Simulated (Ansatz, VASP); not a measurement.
## Two plane-wave programs on TaN

File INCAR:

```
ALGO     = Normal         # electronic algorithm
EDIFF    = 1E-6           # SCF threshold, eV
ENCUT    = 520            # plane-wave cutoff, eV
GGA      = PE             # functional
ISIF     = 2              # what is computed and relaxed
ISMEAR   = 0              # smearing method
LASPH    = True           # aspherical terms in the spheres
LCHARG   = False          # write CHGCAR
LREAL    = False          # projectors in reciprocal space
LWAVE    = False          # write WAVECAR
NBANDS   = 24             # bands
NELM     = 60             # most SCF steps
PREC     = Accurate       # precision mode
SIGMA    = 0.15           # smearing width, eV
```

Contents of KPOINTS:

```
k-points
0
Gamma
  14 14 10
```

POSCAR

```
TaN
1.0
    0.0000000000     -2.2081122572     -2.2081122572
    0.0000000000      2.2081122572     -2.2081122572
    4.4162245144      0.0000000000      0.0000000000
Ta N
2 2
Direct
    0.5364019952      0.4635980048     -0.0205209401
   -0.0364019952      0.0364019952      0.5205209401
    0.4594223529      0.5405776471      0.4536255461
    0.0405776471     -0.0405776471      0.0463744539
```

Input for Ansatz:

```yaml
crystal:
  lattice:
    - [0.0, -2.2081122572, -2.2081122572]
    - [0.0, 2.2081122572, -2.2081122572]
    - [4.4162245144, 0.0, 0.0]
  atoms:
    - { symbol: Ta, position: [0.5364019952, 0.4635980048, -0.0205209401] }
    - { symbol: Ta, position: [-0.0364019952, 0.0364019952, 0.5205209401] }
    - { symbol: "N", position: [0.4594223529, 0.5405776471, 0.4536255461] }
    - { symbol: "N", position: [0.0405776471, -0.0405776471, 0.0463744539] }
basis:
  ecutwfc: 520.0
kpoints:
  mp_grid: { grid: [14, 14, 10] }
hamiltonian:
  xc: pbe
  pseudopotentials: { kind: paw, azcp: { folder: soft_1 } }
scf:
  occupations: { method: gaussian, width: 0.15 }
output:
  forces: true
  stress: true
  eigenvalues: true
```

Change from the starting cell: mode 1 frozen in at -0.205 Å and mode 2 at -0.179 Å (largest displacements).

Alike in both runs: task single point; functional PBE; k mesh 14 × 14 × 10; occupations gaussian, width 0.15 eV; no spin polarisation.

|  | VASP | Ansatz |
| --- | --- | --- |
| version | VASP 6.6.1 | Ansatz 0.2.0 |
| potentials or method | VASP PAW PBE potentials, release 64 (Ta_pv, N), cutoff 520 eV | scalar-relativistic, plane waves, PAW |
| valence electrons in the cell | 32 | 36 |

Ansatz gave:

```
gap on the k mesh at the Fermi level (eV)                     : none
pressure (GPa)                                                : 1.7
traceless stress, the component that is largest in VASP (GPa) : 10.24
rms of the force components (eV/Å)                            : 0.708
```

Estimate VASP's values.

gap on the k mesh at the Fermi level (eV): none; pressure (GPa): 2.6; traceless stress, the component that is largest in VASP (GPa): 10.35; rms of the force components (eV/Å): 0.713.

Atom by atom the forces differ by 0.017 eV/Å (rms over components). A gap of «none» marks a metal or a gap that the smearing closes. With one functional, cell and mesh, what is left measures potentials, basis and numerics. VASP's potentials hold 32 valence electrons a cell and Ansatz's 36, so a difference there can come from the potentials and not from the codes.

Neither program's run includes spin-orbit coupling.
